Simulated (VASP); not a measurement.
# WSe2 in VASP: single point with PBEsol

Aim: the single point of WSe2 with PBEsol.

Program: VASP 6.6.1. These are calculated values, not measurements. Logs are shortened: lines on timing, memory, paths and dates and some standing lists are left out, and cuts for length are marked.

### 1 The cell of the first run

The cell holds a sheet with vacuum, 3 atoms: a = 3.218 Å, b = 3.218 Å, c = 30.560 Å, α = 90.00°, β = 90.00°, γ = 120.00°.

### 2 Single point, PBEsol

Contents of INCAR:

```
SYSTEM = WSe2
  PREC = Accurate
  ENCUT = 520
  EDIFF = 1E-6
  ISMEAR = 0
  SIGMA = 0.02
  LREAL = .False.
  LASPH = .True.
  NELM = 100
  ALGO = Normal
  ISIF = 2
  LWAVE = .False.
  LCHARG = .False.
  LDIPOL = .True.
  IDIPOL = 3
  DIPOL = 0.5 0.5 0.350
  GGA = PS
  NBANDS = 20
```

Contents of KPOINTS:

```
Automatic mesh
0
Gamma
  12 12 1
  0 0 0
```

Contents of POSCAR:

```
WSe2
1.0
    3.2180000000      0.0000000000      0.0000000000
   -1.6090000000      2.7868697494      0.0000000000
    0.0000000000      0.0000000000     30.5599999973
Se W
2 1
Direct
    0.6666666667      0.3333333333      0.2944042239
    0.6666666667      0.3333333333      0.4052031060
    0.3333333333      0.6666666667      0.3498036650
```

Potentials or basis: VASP PAW PBE potentials, release 64 (Se, W_sv).

Launch:

```bash
$ cat potpaw_PBE.64/Se/POTCAR potpaw_PBE.64/W_sv/POTCAR > POTCAR
$ mpirun -np 1 vasp_std > vasp.out
```

OUTCAR:

```text
SYSTEM = WSe2
   PREC = Accurate
   ENCUT = 520
   EDIFF = 1E-6
   ISMEAR = 0
   LREAL = .False.
   LASPH = .True.
   NELM = 100
   ISIF = 2
   GGA = PS

 ion  position               nearest neighbor table
   1  0.667  0.333  0.294-   3 2.51   3 2.51   3 2.51
   2  0.667  0.333  0.405-   3 2.51   3 2.51   3 2.51
   3  0.333  0.667  0.350-   2 2.51   2 2.51   2 2.51   1 2.51   1 2.51   1 2.51

  LATTYP: Found a hexagonal cell.
 ALAT       =     3.2180000000
 C/A-ratio  =     9.4965817269

  Lattice vectors:

 A1 = (   3.2180000000,   0.0000000000,   0.0000000000)
 A2 = (  -1.6090000000,   2.7868697494,   0.0000000000)
 A3 = (   0.0000000000,   0.0000000000,  30.5599999973)

Analysis of symmetry for initial positions (statically):
=====================================================================
 Subroutine PRICEL returns:
 Original cell was already a primitive cell.

 Routine SETGRP: Setting up the symmetry group for a
 hexagonal supercell.

 Subroutine GETGRP returns: Found 12 space group operations
 (whereof  6 operations were pure point group operations)
 out of a pool of 24 trial point group operations.

The static configuration has the point symmetry C_3v.
 The point group associated with its full space group is D_3h.

Analysis of symmetry for dynamics (positions and initial velocities):
=====================================================================
 Subroutine PRICEL returns:
 Original cell was already a primitive cell.

 Routine SETGRP: Setting up the symmetry group for a
 hexagonal supercell.

 Subroutine GETGRP returns: Found 12 space group operations
 (whereof  6 operations were pure point group operations)
 out of a pool of 24 trial point group operations.

The dynamic configuration has the point symmetry C_3v.
 The point group associated with its full space group is D_3h.

 Subroutine INISYM returns: Found 12 space group operations
 (whereof  6 operations are pure point group operations),
 and found     1 'primitive' translations

----------------------------------------------------------------------------------------

                                     Primitive cell

  volume of cell :     274.0666

  direct lattice vectors                    reciprocal lattice vectors
     3.218000000  0.000000000  0.000000000     0.310752020  0.179412762  0.000000000
    -1.609000000  2.786869749  0.000000000     0.000000000  0.358825525  0.000000000
     0.000000000  0.000000000 30.559999997     0.000000000  0.000000000  0.032722513

  length of vectors
     3.218000000  3.218000000 30.559999997     0.358825525  0.358825525  0.032722513

  position of ions in fractional coordinates (direct lattice)
     0.666666667  0.333333333  0.294404224
     0.666666667  0.333333333  0.405203106
     0.333333333  0.666666667  0.349803665

  ion indices of the primitive-cell ions
   primitive index   ion index
                 1           1
                 2           2
                 3           3

----------------------------------------------------------------------------------------

 KPOINTS: Automatic mesh

Automatic generation of k-mesh.
 Grid dimensions read from file:
 generate k-points for:   12   12    1

 Generating k-lattice:

  Cartesian coordinates                     Fractional coordinates (reciprocal lattice)
     0.025896002  0.014951064  0.000000000     0.083333333  0.000000000  0.000000000
     0.000000000  0.029902127  0.000000000     0.000000000  0.083333333  0.000000000
     0.000000000  0.000000000  0.032722513     0.000000000  0.000000000  1.000000000

  Length of vectors
     0.029902127  0.029902127  0.032722513

  Shift w.r.t. Gamma in fractional coordinates (k-lattice)
     0.000000000  0.000000000  0.000000000

 Subroutine IBZKPT returns following result:
 ===========================================

 Found     19 irreducible k-points:

 Following reciprocal coordinates:
            Coordinates               Weight
  0.000000  0.000000  0.000000      1.000000
  0.083333 -0.000000  0.000000      6.000000
  0.166667 -0.000000  0.000000      6.000000
  0.250000 -0.000000  0.000000      6.000000
  0.333333 -0.000000  0.000000      6.000000
  0.416667 -0.000000  0.000000      6.000000
[... 11 lines left out ...]
  0.333333  0.250000  0.000000     12.000000
  0.333333  0.333333  0.000000      2.000000
   k-points           NKPTS =     19   k-points in BZ     NKDIM =     19   number of bands    NBANDS=     20
   number of dos      NEDOS =    301   number of ions     NIONS =      3
   total plane-waves  NPLWV = 138240
   dimension x,y,z NGX =    24 NGY =   24 NGZ =  240
   dimension x,y,z NGXF=    48 NGYF=   48 NGZF=  480
   ions per type =               2   1
   NGX,Y,Z   is equivalent  to a cutoff of  12.40, 12.40, 13.06 a.u.
   NGXF,Y,Z  is equivalent  to a cutoff of  24.80, 24.80, 26.11 a.u.
 SYSTEM =  WSe2
   PREC   = accura    normal or accurate (medium, high low for compatibility)
   ISTART =      0    job   : 0-new  1-cont  2-samecut
   ICHARG =      2    charge: 1-file 2-atom 10-const
   ISPIN  =      1    spin polarized calculation?
   LNONCOLLINEAR =      F non collinear calculations
   LSORBIT =      F    spin-orbit coupling
   LASPH  =      T    aspherical Exc in radial PAW
   ENCUT  =  520.0 eV  38.22 Ry    6.18 a.u.   5.98  5.98 56.82*2*pi/ulx,y,z
   NELM   =    100;   NELMIN=  2; NELMDL= -5     # of ELM steps
   EDIFF  = 0.1E-05   stopping-criterion for ELM
   LREAL  =      F    real-space projection
   EDIFFG = 0.1E-04   stopping-criterion for IOM
   NSW    =      0    number of steps for IOM
   IBRION =     -1    ionic relax: 0-MD 1-quasi-New 2-CG
   NFREE  =      0    steps in history (QN), initial steepest desc. (CG)
   ISIF   =      2    stress and relaxation
   ISYM   =      2    0-nonsym 1-usesym 2-fastsym
   POTIM  = 0.5000    time-step for ionic-motion
   TEBEG  =    0.0;   TEEND  =   0.0 temperature during run
   PSTRESS=    0.0 pullay stress
   NELECT =      26.0000    total number of electrons
   NUPDOWN=      -1.0000    fix difference up-down
   EMIN   =  10.00;   EMAX   =-10.00  energy-range for DOS
   EFERMI =   0.00;   METHOD = LEGACY
   ISMEAR =     0;   SIGMA  =   0.02  broadening in eV -4-tet -1-fermi 0-gaus
   EFERMI_NEDOS =   21; number of points for ismear=-14 and -15
   IALGO  =     38    algorithm
   IMIX   =      4    mixing-type and parameters
     AMIX     =   0.40;   BMIX     =  1.00
     AMIX_MAG =   1.60;   BMIX_MAG =  1.00
  volume/ion in A,a.u.               =      91.36       616.50
  Fermi-wavevector in a.u.,A,eV,Ry     =   0.746645  1.410954  7.584951  0.557478
  Thomas-Fermi vector in A             =   1.842514
   LORBIT       =      0    0 simple, 1 ext, 2 COOP (PROOUT), +10 PAW based schemes
   GGA     = PS    functional components
   LHFCALC =     F    Hartree Fock is set to
   AEXX    =    0.0000 exact exchange contribution
   IVDW    =     0    specifies the selected vdW correction
   LEPSILON=     F    determine dielectric tensor
   LRPA    =     F    only Hartree local field effects (RPA)
 non-spin polarized calculation
 Gauss-broadening in eV      SIGMA  =   0.02
  energy-cutoff  :      520.00
  volume of cell :      274.07
 maximum number of plane-waves:      7446
 NGX is ok and might be reduce to    24
   NGX = 11   NGY = 11   NGZ =113

 dipolmoment           0.000000      0.000000      0.000001 electrons x Angstroem

 number of electron      26.0000003 magnetization

 dipolmoment           0.000000      0.000000     -0.000000 electrons x Angstroem

 Free energy of the ion-electron system (eV)
  ---------------------------------------------------
  ext. energy  EPLUGINS =         0.00000000
  ---------------------------------------------------
  free energy    TOTEN  =       -23.20945047 eV

  energy without entropy =      -23.20945047  energy(sigma->0) =      -23.20945047

 E-fermi :  -2.4613     XC(G=0):  -2.7099

 val. band max:       -2.6605343143   @ k =   0.3333   0.3333   0.0000
 cond. band min:      -1.0641932301   @ k =   0.1667   0.1667   0.0000
 fundamental gap:      1.5963410842
 Fermi energy:        -2.4613498125

 k-point     1 :       0.0000    0.0000    0.0000
  band No.  band energies     occupation
      1     -76.5460      2.00000
      2     -40.8517      2.00000
      3     -40.6431      2.00000
      4     -40.6431      2.00000
      5     -17.7194      2.00000
      6     -16.4414      2.00000
[... 12 lines left out ...]
     19       2.0961      0.00000
     20       2.4548      0.00000

 k-point     2 :       0.0833   -0.0000    0.0000
  band No.  band energies     occupation
      1     -76.5451      2.00000
      2     -40.8478      2.00000
      3     -40.6633      2.00000
      4     -40.6478      2.00000
      5     -17.6042      2.00000
      6     -16.3812      2.00000
[... 12 lines left out ...]
     19       2.2419      0.00000
     20       2.6104      0.00000

 k-point     3 :       0.1667   -0.0000    0.0000
  band No.  band energies     occupation
      1     -76.5424      2.00000
      2     -40.8372      2.00000
      3     -40.7183      2.00000
      4     -40.6606      2.00000
      5     -17.2728      2.00000
      6     -16.2082      2.00000
[... 12 lines left out ...]
     19       2.6550      0.00000
     20       3.0210      0.00000

 k-point     4 :       0.2500   -0.0000    0.0000
  band No.  band energies     occupation
      1     -76.5388      2.00000
      2     -40.8227      2.00000
      3     -40.7924      2.00000
      4     -40.6781      2.00000
      5     -16.7703      2.00000
      6     -15.9484      2.00000
[... 314 lines left out ...]
 k-point    18 :       0.3333    0.2500    0.0000
  band No.  band energies     occupation
      1     -76.5303      2.00000
      2     -40.8870      2.00000
      3     -40.7986      2.00000
      4     -40.7883      2.00000
      5     -15.2126      2.00000
      6     -15.1538      2.00000
[... 12 lines left out ...]
     19       4.6097      0.00000
     20       5.8306      0.00000

 k-point    19 :       0.3333    0.3333    0.0000
  band No.  band energies     occupation
      1     -76.5299      2.00000
      2     -40.8632      2.00000
      3     -40.8348      2.00000
      4     -40.7864      2.00000
      5     -15.1072      2.00000
      6     -15.0956      2.00000
[... 12 lines left out ...]
     19       4.0400      0.00000
     20       6.0533      0.00000

------------------------ aborting loop because EDIFF is reached ----------------------------------------

 vacuum level on the upper side and lower side of the slab       (xc-potential included)        -0.009        -0.009

  FORCE on cell =-STRESS in cart. coord.  units (eV):
  Direction    XX          YY          ZZ          XY          YZ          ZX
  --------------------------------------------------------------------------------------
  -------------------------------------------------------------------------------------
  Total        1.6065990      1.6065990      0.2090462      0.0000000      0.0000000      0.0000000
  in kB        9.3920848      9.3920848      1.2220723      0.0000000      0.0000000      0.0000000
  external PRESSURE =       6.6687473 kB  Pullay stress =       0.0000000 kB

 VOLUME and BASIS-vectors are now :
 -----------------------------------------------------------------------------
  energy-cutoff  :      520.00
  volume of cell :      274.07
      direct lattice vectors                 reciprocal lattice vectors
     3.218000000  0.000000000  0.000000000     0.310752020  0.179412762  0.000000000
    -1.609000000  2.786869749  0.000000000     0.000000000  0.358825525  0.000000000
     0.000000000  0.000000000 30.559999997     0.000000000  0.000000000  0.032722513

 POSITION                                       TOTAL-FORCE (eV/Angst)
 -----------------------------------------------------------------------------------
      1.60900      0.92896      8.99699         0.000000     -0.000000     -0.064955
      1.60900      0.92896     12.38301         0.000000      0.000000      0.064955
     -0.00000      1.85791     10.69000        -0.000000     -0.000000     -0.000000
 -----------------------------------------------------------------------------------
    total drift:                                0.000000     -0.000000      0.000033

  FREE ENERGIE OF THE ION-ELECTRON SYSTEM (eV)
  ---------------------------------------------------
  free  energy   TOTEN  =       -23.2094504696 eV

  energy  without entropy=      -23.2094504696  energy(sigma->0) =      -23.20945047

 vacuum level on the upper side and lower side of the slab         2.412         2.412
```

Wall time 2.1 min (1 thread of Intel Xeon Platinum 8259CL at 2.50GHz (Skylake/Cascade Lake), shared host); peak memory 0.42 GiB.

What came out:

* Free energy: -23.2095 eV
* Largest force: 0.065 eV/Å
* Band gap on the k mesh: 1.60 eV, indirect (least direct gap 1.92 eV)

Forces in eV/Å, atoms in the order of the input:
```
Se   0.000  0.000 -0.065
Se   0.000  0.000  0.065
W    0.000  0.000  0.000
```

Levels at points of the mesh, in eV from the valence-band top:
```csv
k point,band 10,band 11,band 12,band 13,band 14,band 15,band 16,band 17
"(0.00, 0.00, 0.00)",-2.22,-1.02,-1.02,-0.62,3.22,3.22,3.37,3.37
"(0.50, 0.00, 0.00)",-2.94,-2.34,-1.08,-0.69,2.76,2.93,3.78,4.60
```

Caveat: the PAW data sets were made with another functional, which shifts forces and pressure a little; spin-orbit coupling is left out, which moves the levels of the heavy elements.
